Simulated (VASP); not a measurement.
PbSe (Clausthalite), 2 atoms in the cell. It takes space group Fm-3m (No. 225, cubic). Conventional cell: a = 6.139 Å, b = 6.139 Å, c = 6.139 Å, α = 90.00°, β = 90.00°, γ = 90.00°. Pb (site symmetry m-3m) has 6 Se at 3.07 Å within 4.0 Å. Se (site symmetry m-3m) has 6 Pb at 3.07 Å within 4.0 Å. 

```yaml
Program: VASP 6.6.1
Task: single point
Functional: PBEsol
Potentials_or_basis: VASP PAW PBE potentials, release 64 (Pb_d, Se)
Cutoff: 500 eV
k_mesh: 6 × 6 × 6
Occupations: gaussian, width 0.5 eV
Spin: no spin polarisation
Dipole_correction: no
Further_INCAR_settings: ALGO = Normal; EDIFF = 1e-06; NBANDS = 17
```

Potentials or basis: VASP PAW PBE potentials, release 64 (Pb_d, Se).

Command:

```bash
$ cat potpaw_PBE.64/Pb_d/POTCAR potpaw_PBE.64/Se/POTCAR > POTCAR
$ mpirun -np 1 vasp_std > vasp.out
```

Hardware: 1 thread of Intel Xeon 8259CL, with other jobs on the host.

Q: Estimate the wall time of this run.

A: Wall time 17 s on 1 thread of Intel Xeon 8259CL (shared host), peak memory 0.18 GiB. Counts: scf iterations 12, k points 16.
